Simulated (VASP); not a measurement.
# MgF2 (P4_2/mnm) in VASP: further runs, part 2 of 2

VASP 6.6.1.

## 3. Electric field gradients, LDA (volume scaled by 1.01)

INCAR

```
SYSTEM = MgF2
ALGO     = Normal         ! electronic algorithm
EDIFF    = 1E-8           ! SCF threshold, eV
ENCUT    = 520            ! plane-wave cutoff, eV
GGA_COMPAT= .False.      
ISIF     = 2              ! what is computed and relaxed
ISMEAR   = -1             ! smearing method
LASPH    = .True.         ! aspherical terms in the spheres
LCHARG   = .False.        ! write CHGCAR
LEFG     = .True.       
LREAL    = .False.        ! projectors in reciprocal space
LWAVE    = .False.        ! write WAVECAR
NBANDS   = 25             ! bands
NELM     = 120            ! most SCF steps
PREC     = Accurate       ! precision mode
SIGMA    = 0.02           ! smearing width, eV
```

KPOINTS

```
k-points
0
Gamma
  5 5 7
  0 0 0
```

POSCAR

```
MgF2
1.0
    4.6366532689      0.0000000000      0.0000000000
    0.0000000000      4.6366532689      0.0000000000
    0.0000000000      0.0000000000      3.0259196749
Mg F
2 4
Direct
    0.0000000000      0.0000000000      0.0000000000
    0.5000000000      0.5000000000      0.5000000000
    0.3028000000      0.3028000000      0.0000000000
    0.1972000000      0.8028000000      0.5000000000
    0.6972000000      0.6972000000      0.0000000000
    0.8028000000      0.1972000000      0.5000000000
```

Potentials or basis: VASP PAW LDA potentials, release 64 (Mg, F).

On the command line:

```sh
$ cat potpaw_LDA.64/Mg/POTCAR potpaw_LDA.64/F/POTCAR > POTCAR
$ mpirun -np 1 vasp_std > vasp.out
```

OUTCAR:

```text
SYSTEM = MgF2
   EDIFF = 1E-8
   ENCUT = 520
   ISIF = 2
   ISMEAR = -1
   LASPH = .True.
   LREAL = .False.
   NELM = 120
   PREC = Accurate

 ion  position               nearest neighbor table
   1  0.000  0.000  0.000-   3 1.99   5 1.99   4 1.99   6 1.99   4 1.99   6 1.99   2 3.61   2 3.61
                             2 3.61   2 3.61   2 3.61   2 3.61   2 3.61   2 3.61
   2  0.500  0.500  0.500-   4 1.99   6 1.99   5 1.99   3 1.99   3 1.99   5 1.99   1 3.61   1 3.61
                             1 3.61   1 3.61   1 3.61   1 3.61   1 3.61   1 3.61
   3  0.303  0.303  0.000-   1 1.99   2 1.99   2 1.99
   4  0.197  0.803  0.500-   2 1.99   1 1.99   1 1.99
   5  0.697  0.697  0.000-   1 1.99   2 1.99   2 1.99
   6  0.803  0.197  0.500-   2 1.99   1 1.99   1 1.99

  LATTYP: Found a simple tetragonal cell.
 ALAT       =     4.6366532689
[... 915 lines left out ...]
   6      -7.672    -7.672    15.345   -41.585     0.000     0.000
---------------------------------------------------------------------

 Electric field gradients after diagonalization (V/A^2)
 (convention: |V_zz| > |V_xx| > |V_yy|)
----------------------------------------------------------------------
 ion       V_xx      V_yy      V_zz     asymmetry (V_yy - V_xx)/ V_zz
----------------------------------------------------------------------
   1      -5.467    -0.307     5.773       0.894
   2      -5.467    -0.307     5.773       0.894
   3      33.912    15.345   -49.257       0.377
   4      33.912    15.345   -49.257       0.377
   5      33.912    15.345   -49.257       0.377
   6      33.912    15.345   -49.257       0.377
----------------------------------------------------------------------

           NMR quadrupolar parameters

 Cq : quadrupolar parameter    Cq=e*Q*V_zz/h
 eta: asymmetry parameters     (V_yy - V_xx)/ V_zz
 Q  : nuclear electric quadrupole moment in mb (millibarn)
----------------------------------------------------------------------
 ion       Cq(MHz)       eta       Q (mb)
----------------------------------------------------------------------
   1       0.014       0.894       1.000
   2       0.014       0.894       1.000
   3      -0.119       0.377       1.000
   4      -0.119       0.377       1.000
   5      -0.119       0.377       1.000
   6      -0.119       0.377       1.000
----------------------------------------------------------------------
```

It took 16 s on 1 thread of AMD EPYC 9R45 (Zen 5), shared host; peak memory 0.14 GiB.

What came out:

```
Free energy            : -35.0223 eV
Pressure               : -5.8 GPa
Largest force          : 0.036 eV/Å
Band gap on the k mesh : 6.79 eV, direct
```

Forces in eV/Å, atoms in the order of the input:
```
Mg   0.000  0.000  0.000
Mg   0.000  0.000  0.000
F    0.026  0.026  0.000
F   -0.026  0.026  0.000
F   -0.026 -0.026  0.000
F    0.026 -0.026  0.000
```

Levels at points of the mesh, in eV from the valence-band top:
```
           k point  band 13  band 14  band 15  band 16  band 17  band 18  band 19  band 20
(0.00, 0.00, 0.00)    -0.73    -0.34    -0.34     0.00     6.79    11.88    11.88    13.38
```

Electric field gradients, principal values (V/Å²):
| atom | least | middle | greatest (by size) |
| --- | --- | --- | --- |
| 1 Mg | -0.307 | -5.467 | 5.773 |
| 2 Mg | -0.307 | -5.467 | 5.773 |
| 3 F | 15.345 | 33.912 | -49.257 |
| 4 F | 15.345 | 33.912 | -49.257 |
| 5 F | 15.345 | 33.912 | -49.257 |
| 6 F | 15.345 | 33.912 | -49.257 |

Caveat: without QUAD_EFG the Cq values of the log hold for a quadrupole moment of 1 mb, not for the nuclei.

## 4. Electric field gradients, LDA (volume scaled by 1.01)

INCAR

```
SYSTEM = MgF2
PREC     = Accurate       ! precision mode
ENCUT    = 520            ! plane-wave cutoff, eV
EDIFF    = 1E-8           ! SCF threshold, eV
ISMEAR   = -1             ! smearing method
SIGMA    = 0.02           ! smearing width, eV
LREAL    = .False.        ! projectors in reciprocal space
LASPH    = .True.         ! aspherical terms in the spheres
NELM     = 120            ! most SCF steps
ALGO     = Normal         ! electronic algorithm
ISIF     = 2              ! what is computed and relaxed
LWAVE    = .False.        ! write WAVECAR
LCHARG   = .False.        ! write CHGCAR
GGA      = CA             ! functional
LEFG     = .True.       
NBANDS   = 25             ! bands
GGA_COMPAT= .False.
```

KPOINTS

```
Automatic mesh
0
Gamma
  5 5 7
  0 0 0
```

POSCAR is that of step 3.

Potentials or basis: VASP PAW LDA potentials, release 64 (Mg, F).

On the command line:

```sh
$ cat potpaw_LDA.64/Mg/POTCAR potpaw_LDA.64/F/POTCAR > POTCAR
$ mpirun -np 1 vasp_std > vasp.out
```

OUTCAR:

```text
SYSTEM = MgF2
   PREC = Accurate
   ENCUT = 520
   EDIFF = 1E-8
   ISMEAR = -1
   LREAL = .False.
   LASPH = .True.
   NELM = 120
   ISIF = 2
   GGA = CA

 ion  position               nearest neighbor table
   1  0.000  0.000  0.000-   3 1.99   5 1.99   4 1.99   6 1.99   4 1.99   6 1.99   2 3.61   2 3.61
                             2 3.61   2 3.61   2 3.61   2 3.61   2 3.61   2 3.61
   2  0.500  0.500  0.500-   4 1.99   6 1.99   5 1.99   3 1.99   3 1.99   5 1.99   1 3.61   1 3.61
                             1 3.61   1 3.61   1 3.61   1 3.61   1 3.61   1 3.61
   3  0.303  0.303  0.000-   1 1.99   2 1.99   2 1.99
   4  0.197  0.803  0.500-   2 1.99   1 1.99   1 1.99
   5  0.697  0.697  0.000-   1 1.99   2 1.99   2 1.99
   6  0.803  0.197  0.500-   2 1.99   1 1.99   1 1.99

  LATTYP: Found a simple tetragonal cell.
 ALAT       =     4.6366532689
 C/A-ratio  =     0.6526085733

  Lattice vectors:

 A1 = (   4.6366532689,   0.0000000000,   0.0000000000)
 A2 = (   0.0000000000,   4.6366532689,   0.0000000000)
 A3 = (   0.0000000000,   0.0000000000,   3.0259196749)

Analysis of symmetry for initial positions (statically):
=====================================================================
 Subroutine PRICEL returns:
 Original cell was already a primitive cell.

 Routine SETGRP: Setting up the symmetry group for a
 simple tetragonal supercell.

 Subroutine GETGRP returns: Found 16 space group operations
 (whereof  8 operations were pure point group operations)
 out of a pool of 16 trial point group operations.

The static configuration has the point symmetry D_2h.
 The point group associated with its full space group is D_4h.

Analysis of symmetry for dynamics (positions and initial velocities):
[... 852 lines left out ...]
  Total       -2.5420791     -2.5420791     -1.9948771      0.0000000      0.0000000      0.0000000
  in kB      -62.6084587    -62.6084587    -49.1315067      0.0000000      0.0000000      0.0000000
  external PRESSURE =     -58.1161414 kB  Pullay stress =       0.0000000 kB

 VOLUME and BASIS-vectors are now :
 -----------------------------------------------------------------------------
  energy-cutoff  :      520.00
  volume of cell :       65.05
      direct lattice vectors                 reciprocal lattice vectors
     4.636653269  0.000000000  0.000000000     0.215672801  0.000000000  0.000000000
     0.000000000  4.636653269  0.000000000     0.000000000  0.215672801  0.000000000
     0.000000000  0.000000000  3.025919675     0.000000000  0.000000000  0.330478039

 POSITION                                       TOTAL-FORCE (eV/Angst)
 -----------------------------------------------------------------------------------
      0.00000      0.00000      0.00000         0.000000      0.000000     -0.000000
      2.31833      2.31833      1.51296         0.000000      0.000000     -0.000000
      1.40398      1.40398      0.00000         0.025803      0.025803     -0.000000
      0.91435      3.72231      1.51296        -0.025803      0.025803     -0.000000
      3.23267      3.23267      0.00000        -0.025803     -0.025803      0.000000
      3.72231      0.91435      1.51296         0.025803     -0.025803      0.000000
 -----------------------------------------------------------------------------------
    total drift:                                0.000000      0.000000      0.000000

  FREE ENERGIE OF THE ION-ELECTRON SYSTEM (eV)
  ---------------------------------------------------
  free  energy   TOTEN  =       -35.0222615006 eV

  energy  without entropy=      -35.0222615006  energy(sigma->0) =      -35.02226150

 Electric field gradients (V/A^2)
---------------------------------------------------------------------
 ion       V_xx      V_yy      V_zz      V_xy      V_xz      V_yz
---------------------------------------------------------------------
   1       2.733     2.733    -5.467    -3.040     0.000    -0.000
   2       2.733     2.733    -5.467     3.040     0.000     0.000
   3      -7.672    -7.672    15.345    41.585    -0.000     0.000
   4      -7.672    -7.672    15.345   -41.585     0.000     0.000
   5      -7.672    -7.672    15.345    41.585     0.000     0.000
   6      -7.672    -7.672    15.345   -41.585     0.000     0.000
---------------------------------------------------------------------

 Electric field gradients after diagonalization (V/A^2)
 (convention: |V_zz| > |V_xx| > |V_yy|)
----------------------------------------------------------------------
 ion       V_xx      V_yy      V_zz     asymmetry (V_yy - V_xx)/ V_zz
----------------------------------------------------------------------
   1      -5.467    -0.307     5.773       0.894
   2      -5.467    -0.307     5.773       0.894
   3      33.912    15.345   -49.257       0.377
   4      33.912    15.345   -49.257       0.377
   5      33.912    15.345   -49.257       0.377
   6      33.912    15.345   -49.257       0.377
----------------------------------------------------------------------

           NMR quadrupolar parameters

 Cq : quadrupolar parameter    Cq=e*Q*V_zz/h
 eta: asymmetry parameters     (V_yy - V_xx)/ V_zz
 Q  : nuclear electric quadrupole moment in mb (millibarn)
----------------------------------------------------------------------
 ion       Cq(MHz)       eta       Q (mb)
----------------------------------------------------------------------
   1       0.014       0.894       1.000
   2       0.014       0.894       1.000
   3      -0.119       0.377       1.000
   4      -0.119       0.377       1.000
   5      -0.119       0.377       1.000
   6      -0.119       0.377       1.000
----------------------------------------------------------------------
```

OSZICAR:

```text
N       E                     dE             d eps       ncg     rms          rms(c)
DAV:   1     0.154109838018E+03    0.15411E+03   -0.17959E+04  1280   0.120E+03
DAV:   2    -0.298755737925E+02   -0.18399E+03   -0.17747E+03  1512   0.281E+02
DAV:   3    -0.375198101328E+02   -0.76442E+01   -0.76253E+01  1507   0.545E+01
DAV:   4    -0.375576305979E+02   -0.37820E-01   -0.37817E-01  1351   0.448E+00
DAV:   5    -0.375578071129E+02   -0.17651E-03   -0.17651E-03  1546   0.292E-01    0.947E+00
DAV:   6    -0.351027738249E+02    0.24550E+01   -0.73516E+00  1333   0.194E+01    0.289E+00
DAV:   7    -0.350509727713E+02    0.51801E-01   -0.70179E-02  1276   0.180E+00    0.178E+00
DAV:   8    -0.350224023304E+02    0.28570E-01   -0.35604E-02  1364   0.189E+00    0.189E-01
DAV:   9    -0.350221910401E+02    0.21129E-03   -0.81430E-04  1468   0.218E-01    0.732E-02
DAV:  10    -0.350222623186E+02   -0.71279E-04   -0.32910E-05  1347   0.449E-02    0.689E-03
DAV:  11    -0.350222614684E+02    0.85027E-06   -0.33260E-06  1556   0.135E-02    0.231E-03
DAV:  12    -0.350222615022E+02   -0.33867E-07   -0.11491E-07  1346   0.304E-03    0.620E-04
DAV:  13    -0.350222615006E+02    0.16416E-08   -0.15932E-08  1222   0.890E-04
   1 F= -.35022262E+02 E0= -.35022262E+02  d E =-.540064E-11
```

stdout:

```text
POSCAR found type information on POSCAR MgF
 POSCAR found :  2 types and       6 ions
 scaLAPACK will be used
 LDA part: xc-table for (Slater(with rela. corr.)+CA(PZ))
 , standard interpolation
 POSCAR, INCAR and KPOINTS ok, starting setup
 FFT: planning ... GRIDC
 FFT: planning ... GRID_SOFT
 FFT: planning ... GRID
 WAVECAR not read
 entering main loop
ion   1

ion   2

ion   3

ion   4

ion   5

ion   6
```

Wall time 16 s (1 thread of AMD EPYC 9R45 (Zen 5), shared host); peak memory 0.14 GiB.

What came out:

```yaml
Free_energy: -35.0223 eV
Pressure: -5.8 GPa
Largest_force: 0.036 eV/Å
Band_gap_on_the_k_mesh: 6.79 eV, direct
```

Forces on the atoms (eV/Å):
```
Mg   0.000  0.000  0.000
Mg   0.000  0.000  0.000
F    0.026  0.026  0.000
F   -0.026  0.026  0.000
F   -0.026 -0.026  0.000
F    0.026 -0.026  0.000
```

Electric field gradients, principal values (V/Å²):
| atom | least | middle | greatest (by size) |
| --- | --- | --- | --- |
| 1 Mg | -0.307 | -5.467 | 5.773 |
| 2 Mg | -0.307 | -5.467 | 5.773 |
| 3 F | 15.345 | 33.912 | -49.257 |
| 4 F | 15.345 | 33.912 | -49.257 |
| 5 F | 15.345 | 33.912 | -49.257 |
| 6 F | 15.345 | 33.912 | -49.257 |

Caveat: without QUAD_EFG the Cq values of the log hold for a quadrupole moment of 1 mb, not for the nuclei. A k mesh can miss the band edges.
